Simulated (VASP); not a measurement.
# PtSe2 (P-3m1) in VASP: further runs

Runs on PtSe2. Level: PBE. Tasks: single point.

Program: VASP 6.6.1. These are calculated values, not measurements. Logs are shortened: lines on timing, memory, paths and dates and some standing lists are left out, and cuts for length are marked.

### Step 1. The cell of the first run

Symmetry: P-3m1, No. 164, trigonal system. The conventional cell has a = 3.612 Å, b = 3.612 Å, c = 4.986 Å, α = 90.00°, β = 90.00°, γ = 120.00°. Within 3.2 Å of Pt (site symmetry -3m) lie 6 Se at 2.43 Å. Within 3.2 Å of Se (site symmetry 3m) lie 3 Pt at 2.43 Å.

### Step 2. Single point, PBE (strain -0.030 along x and y, -0.015 along z)

File INCAR:

```
SYSTEM = PtSe2
ALGO = Normal
EDIFF = 1E-7
ENCUT = 520
GGA = PE
ISIF = 2
ISMEAR = 0
LASPH = .TRUE.
LCHARG = .FALSE.
LREAL = .FALSE.
LWAVE = .FALSE.
NBANDS = 18
NELM = 60
PREC = Accurate
SIGMA = 0.15
```

File KPOINTS:

```
k-points
0
G
  12 12 10
  0 0 0
```

File POSCAR:

```
PtSe2
1.0
    3.6122805865      0.0000000000      0.0000000000
   -1.8061402932      3.1283267535      0.0000000000
    0.0000000000      0.0000000000      4.9860700000
Pt Se
1 2
Direct
    0.0000000000      0.0000000000      0.0000000000
    0.3333333333      0.6666666667      0.2500000000
    0.6666666667      0.3333333333      0.7500000000
```

Potentials or basis: VASP PAW PBE potentials, release 64 (Pt, Se).

Run with:

```
$ cat potpaw_PBE.64/Pt/POTCAR potpaw_PBE.64/Se/POTCAR > POTCAR
$ mpirun -np 1 vasp_std > vasp.out
```

OUTCAR:

```text
SYSTEM = PtSe2
   EDIFF = 1E-7
   ENCUT = 520
   GGA = PE
   ISIF = 2
   ISMEAR = 0
   LASPH = .TRUE.
   LREAL = .FALSE.
   NELM = 60
   PREC = Accurate

 ion  position               nearest neighbor table
   1  0.000  0.000  0.000-   2 2.43   3 2.43   2 2.43   3 2.43   3 2.43   2 2.43
   2  0.333  0.667  0.250-   1 2.43   1 2.43   1 2.43
   3  0.667  0.333  0.750-   1 2.43   1 2.43   1 2.43

  LATTYP: Found a hexagonal cell.
 ALAT       =     3.6122805865
 C/A-ratio  =     1.3803108260

  Lattice vectors:

 A1 = (   3.6122805865,   0.0000000000,   0.0000000000)
 A2 = (  -1.8061402932,   3.1283267535,   0.0000000000)
 A3 = (   0.0000000000,   0.0000000000,   4.9860700000)

Analysis of symmetry for initial positions (statically):
=====================================================================
 Subroutine PRICEL returns:
 Original cell was already a primitive cell.

 Routine SETGRP: Setting up the symmetry group for a
 hexagonal supercell.

 Subroutine GETGRP returns: Found 12 space group operations
 (whereof 12 operations were pure point group operations)
 out of a pool of 24 trial point group operations.

The static configuration has the point symmetry D_3d.

Analysis of symmetry for dynamics (positions and initial velocities):
=====================================================================
 Subroutine PRICEL returns:
 Original cell was already a primitive cell.

 Routine SETGRP: Setting up the symmetry group for a
 hexagonal supercell.

 Subroutine GETGRP returns: Found 12 space group operations
 (whereof 12 operations were pure point group operations)
 out of a pool of 24 trial point group operations.

The dynamic configuration has the point symmetry D_3d.

 Subroutine INISYM returns: Found 12 space group operations
 (whereof 12 operations are pure point group operations),
 and found     1 'primitive' translations

----------------------------------------------------------------------------------------

                                     Primitive cell

  volume of cell :      56.3446

  direct lattice vectors                    reciprocal lattice vectors
     3.612280586  0.000000000  0.000000000     0.276833423  0.159829851  0.000000000
    -1.806140293  3.128326754  0.000000000     0.000000000  0.319659703  0.000000000
     0.000000000  0.000000000  4.986070000     0.000000000  0.000000000  0.200558757

  length of vectors
     3.612280586  3.612280586  4.986070000     0.319659703  0.319659703  0.200558757

  position of ions in fractional coordinates (direct lattice)
     0.000000000  0.000000000  0.000000000
     0.333333333  0.666666667  0.250000000
     0.666666667  0.333333333  0.750000000

  ion indices of the primitive-cell ions
   primitive index   ion index
                 1           1
                 2           2
                 3           3

----------------------------------------------------------------------------------------

 KPOINTS: k-points

Automatic generation of k-mesh.
 Grid dimensions read from file:
 generate k-points for:   12   12   10

 Generating k-lattice:

  Cartesian coordinates                     Fractional coordinates (reciprocal lattice)
     0.023069452  0.013319154  0.000000000     0.083333333  0.000000000  0.000000000
     0.000000000  0.026638309  0.000000000     0.000000000  0.083333333  0.000000000
     0.000000000  0.000000000  0.020055876     0.000000000  0.000000000  0.100000000

  Length of vectors
     0.026638309  0.026638309  0.020055876

  Shift w.r.t. Gamma in fractional coordinates (k-lattice)
     0.000000000  0.000000000  0.000000000

 Subroutine IBZKPT returns following result:
 ===========================================

 Found    162 irreducible k-points:

 Following reciprocal coordinates:
            Coordinates               Weight
  0.000000  0.000000  0.000000      1.000000
  0.083333  0.000000  0.000000      6.000000
  0.166667 -0.000000  0.000000      6.000000
  0.250000 -0.000000  0.000000      6.000000
  0.333333  0.000000  0.000000      6.000000
  0.416667 -0.000000  0.000000      6.000000
[... 16 lines left out ...]
  0.166667 -0.000000  0.100000      6.000000
  0.000000  0.166667  0.100000      6.000000
 [... further k-points ...]
   k-points           NKPTS =    162   k-points in BZ     NKDIM =    162   number of bands    NBANDS=     18
   number of dos      NEDOS =    301   number of ions     NIONS =      3
   total plane-waves  NPLWV =  31360
   dimension x,y,z NGX =    28 NGY =   28 NGZ =   40
   dimension x,y,z NGXF=    56 NGYF=   56 NGZF=   80
   ions per type =               1   2
   NGX,Y,Z   is equivalent  to a cutoff of  12.89, 12.89, 13.34 a.u.
   NGXF,Y,Z  is equivalent  to a cutoff of  25.77, 25.77, 26.67 a.u.
 SYSTEM =  PtSe2
   PREC   = accura    normal or accurate (medium, high low for compatibility)
   ISTART =      0    job   : 0-new  1-cont  2-samecut
   ICHARG =      2    charge: 1-file 2-atom 10-const
   ISPIN  =      1    spin polarized calculation?
   LNONCOLLINEAR =      F non collinear calculations
   LSORBIT =      F    spin-orbit coupling
   LASPH  =      T    aspherical Exc in radial PAW
   ENCUT  =  520.0 eV  38.22 Ry    6.18 a.u.   6.72  6.72  9.27*2*pi/ulx,y,z
   NELM   =     60;   NELMIN=  2; NELMDL= -5     # of ELM steps
   EDIFF  = 0.1E-06   stopping-criterion for ELM
   LREAL  =      F    real-space projection
   EDIFFG = 0.1E-05   stopping-criterion for IOM
   NSW    =      0    number of steps for IOM
   IBRION =     -1    ionic relax: 0-MD 1-quasi-New 2-CG
   NFREE  =      0    steps in history (QN), initial steepest desc. (CG)
   ISIF   =      2    stress and relaxation
   ISYM   =      2    0-nonsym 1-usesym 2-fastsym
   POTIM  = 0.5000    time-step for ionic-motion
   TEBEG  =    0.0;   TEEND  =   0.0 temperature during run
   PSTRESS=    0.0 pullay stress
   NELECT =      22.0000    total number of electrons
   NUPDOWN=      -1.0000    fix difference up-down
   EMIN   =  10.00;   EMAX   =-10.00  energy-range for DOS
   EFERMI =   0.00;   METHOD = LEGACY
   ISMEAR =     0;   SIGMA  =   0.15  broadening in eV -4-tet -1-fermi 0-gaus
   EFERMI_NEDOS =   21; number of points for ismear=-14 and -15
   IALGO  =     38    algorithm
   IMIX   =      4    mixing-type and parameters
     AMIX     =   0.40;   BMIX     =  1.00
     AMIX_MAG =   1.60;   BMIX_MAG =  1.00
  volume/ion in A,a.u.               =      18.78       126.74
  Fermi-wavevector in a.u.,A,eV,Ry     =   1.196552  2.261156 19.479975  1.431738
  Thomas-Fermi vector in A             =   2.332490
   LORBIT       =      0    0 simple, 1 ext, 2 COOP (PROOUT), +10 PAW based schemes
   GGA     = PE    functional components
   LHFCALC =     F    Hartree Fock is set to
   AEXX    =    0.0000 exact exchange contribution
   IVDW    =     0    specifies the selected vdW correction
   LEPSILON=     F    determine dielectric tensor
   LRPA    =     F    only Hartree local field effects (RPA)
 non-spin polarized calculation
 Gauss-broadening in eV      SIGMA  =   0.15
  energy-cutoff  :      520.00
  volume of cell :       56.34
 maximum number of plane-waves:      1536
 NGX is ok and might be reduce to    28
   NGX = 13   NGY = 13   NGZ = 19

 number of electron      22.0000000 magnetization

 Free energy of the ion-electron system (eV)
  ---------------------------------------------------
  ext. energy  EPLUGINS =         0.00000000
  ---------------------------------------------------
  free energy    TOTEN  =       -13.78799511 eV

  energy without entropy =      -13.78158046  energy(sigma->0) =      -13.78478778

 E-fermi :   7.6745     XC(G=0): -11.0051

 val. band max:        7.6671837358   @ k =   0.3333   0.3333   0.0000
 cond. band min:       7.7104683830   @ k =  -0.2500  -0.4167   0.1000
 fundamental gap:      0.0432846472
 Fermi energy:         7.6745210557

 k-point     1 :       0.0000    0.0000    0.0000
  band No.  band energies     occupation
      1      -8.8232      2.00000
      2      -5.5837      2.00000
      3      -0.3198      2.00000
      4       0.4823      2.00000
      5       0.4823      2.00000
      6       3.1041      2.00000
[... 10 lines left out ...]
     17      14.9282      0.00000
     18      19.8487      0.00000

 k-point     2 :       0.0833    0.0000    0.0000
  band No.  band energies     occupation
      1      -8.7331      2.00000
      2      -5.6284      2.00000
      3      -0.2181      2.00000
      4       0.5397      2.00000
      5       0.5425      2.00000
      6       2.9938      2.00000
[... 10 lines left out ...]
     17      15.2283      0.00000
     18      18.3995      0.00000

 k-point     3 :       0.1667   -0.0000    0.0000
  band No.  band energies     occupation
      1      -8.4713      2.00000
      2      -5.7505      2.00000
      3       0.0717      2.00000
      4       0.6977      2.00000
      5       0.7183      2.00000
      6       2.6015      2.00000
[... 10 lines left out ...]
     17      15.9432      0.00000
     18      16.7734      0.00000

 k-point     4 :       0.2500   -0.0000    0.0000
  band No.  band energies     occupation
      1      -8.0655      2.00000
      2      -5.9227      2.00000
      3       0.4625      2.00000
      4       0.9074      2.00000
      5       0.9929      2.00000
      6       1.9019      2.00000
[... 375 lines left out ...]
      4       0.5331      2.00000
      5       0.5892      2.00000
      6       2.9752      2.00000
[... 10 lines left out ...]
     17      15.4224      0.00000
     18      17.7825      0.00000

 k-point    23 :       0.1667   -0.0000    0.1000
  band No.  band energies     occupation
      1      -8.4299      2.00000
      2      -5.8490      2.00000
      3       0.1631      2.00000
      4       0.7237      2.00000
      5       0.7384      2.00000
      6       2.6478      2.00000
[... 10 lines left out ...]
     17      15.5389      0.00000
     18      16.5787      0.00000

 k-point    24 :       0.0000    0.1667    0.1000
  band No.  band energies     occupation
      1      -8.4363      2.00000
      2      -5.8250      2.00000
      3       0.0287      2.00000
      4       0.6773      2.00000
      5       0.8781      2.00000
      6       2.5249      2.00000
[... 10 lines left out ...]
     17      16.3575      0.00000
     18      16.3897      0.00000

 [... further k-points ...]
[... 5 lines left out ...]
  --------------------------------------------------------------------------------------
  -------------------------------------------------------------------------------------
  Total        8.3632663      8.3632663      5.6980261      0.0000000      0.0000000     -0.0000000
  in kB      237.8124292    237.8124292    162.0253837      0.0000000      0.0000000     -0.0000000
  external PRESSURE =     212.5500807 kB  Pullay stress =       0.0000000 kB

 VOLUME and BASIS-vectors are now :
 -----------------------------------------------------------------------------
  energy-cutoff  :      520.00
  volume of cell :       56.34
      direct lattice vectors                 reciprocal lattice vectors
     3.612280586  0.000000000  0.000000000     0.276833423  0.159829851  0.000000000
    -1.806140293  3.128326754  0.000000000     0.000000000  0.319659703  0.000000000
     0.000000000  0.000000000  4.986070000     0.000000000  0.000000000  0.200558757

 POSITION                                       TOTAL-FORCE (eV/Angst)
 -----------------------------------------------------------------------------------
      0.00000      0.00000      0.00000         0.000000      0.000000      0.000000
     -0.00000      2.08555      1.24652         0.000000     -0.000000      1.676502
      1.80614      1.04278      3.73955        -0.000000      0.000000     -1.676502
 -----------------------------------------------------------------------------------
    total drift:                               -0.000000     -0.000000     -0.000000

  FREE ENERGIE OF THE ION-ELECTRON SYSTEM (eV)
  ---------------------------------------------------
  free  energy   TOTEN  =       -13.7879951105 eV

  energy  without entropy=      -13.7815804594  energy(sigma->0) =      -13.78478778
```

It took 2.1 min on 1 thread of AMD EPYC 7R43 (Zen 3), shared host; peak memory 0.27 GiB.

What came out:

```
Free energy            : -13.7880 eV
Pressure               : 21.3 GPa
Largest force          : 1.677 eV/Å
Band gap on the k mesh : zero (band 11 reaches 8.01 eV, above the bottom of band 12 at 7.67 eV)
```

Forces on the atoms (eV/Å):
```
Pt   0.000  0.000  0.000
Se   0.000  0.000  1.677
Se   0.000  0.000 -1.677
```

Caveat: the cell differs from its parent crystal (strain -0.030 along x and y, -0.015 along z); spin-orbit coupling is left out, which moves the levels of the heavy elements; forces of over 1 eV/Å act on the atoms, so gaps and moduli don't describe the material at rest.

### Step 3. Single point, PBE (strain -0.030 along x and y, +0.000 along z)

File INCAR:

```
PREC = Accurate ; ENCUT = 520
EDIFF = 1E-6 ; ISMEAR = 0
SIGMA = 0.15 ; LREAL = False
LASPH = True ; NELM = 100
ALGO = Normal ; ISIF = 2
LWAVE = False ; LCHARG = False
GGA = PE ; NBANDS = 18
```

File KPOINTS:

```
Automatic mesh
0
Gamma
  12 12 10
```

Edit POSCAR of step 2 so:

```diff
@@ -4,3 +4,3 @@
    -1.8061402932      3.1283267535      0.0000000000
-    0.0000000000      0.0000000000      4.9860700000
+    0.0000000000      0.0000000000      5.0620000000
 Pt Se
```

Potentials or basis: VASP PAW PBE potentials, release 64 (Pt, Se).

Run with:

```
$ cat potpaw_PBE.64/Pt/POTCAR potpaw_PBE.64/Se/POTCAR > POTCAR
$ mpirun -np 1 vasp_std > vasp.out
```

It took 2.8 min on 1 thread of AMD EPYC 7R43 (Zen 3), shared host; peak memory 0.26 GiB.

Results (log left out):

| Quantity | Value |
| --- | --- |
| Free energy | -13.8689 eV |
| Pressure | 18.8 GPa |
| Largest force | 1.416 eV/Å |
| Band gap on the k mesh | zero (band 11 reaches 7.74 eV, above the bottom of band 12 at 7.44 eV) |

Forces in eV/Å, atoms in the order of the input:
```
Pt   0.000  0.000  0.000
Se   0.000  0.000  1.416
Se   0.000  0.000 -1.416
```

Stress tensor (GPa, compression positive):
```
21.27  0.00  0.00
 0.00 21.27  0.00
 0.00  0.00 13.97
```

Levels at points of the mesh, in eV from the Fermi level:
```tsv
k point	band 7	band 8	band 9	band 10	band 11	band 12	band 13	band 14	band 15	band 16
(0.00, 0.00, 0.00)	-4.47	-2.92	-1.10	-1.10	0.30	1.63	1.63	3.59	4.73	7.33
(0.50, 0.00, 0.00)	-4.13	-3.83	-3.72	-3.72	-3.18	0.70	2.52	4.99	5.71	7.02
(0.00, 0.00, 0.50)	-4.50	-3.30	-1.73	-1.53	-1.53	2.51	2.51	4.71	6.74	6.90
(0.50, 0.00, 0.50)	-3.93	-3.84	-3.51	-3.03	-1.62	1.07	1.82	4.54	4.59	6.77
```

Caveat: the cell differs from its parent crystal (strain -0.030 along x and y, +0.000 along z); spin-orbit coupling is left out, which moves the levels of the heavy elements; forces of over 1 eV/Å act on the atoms, so gaps and moduli don't describe the material at rest.

[end of part 1 of 2]
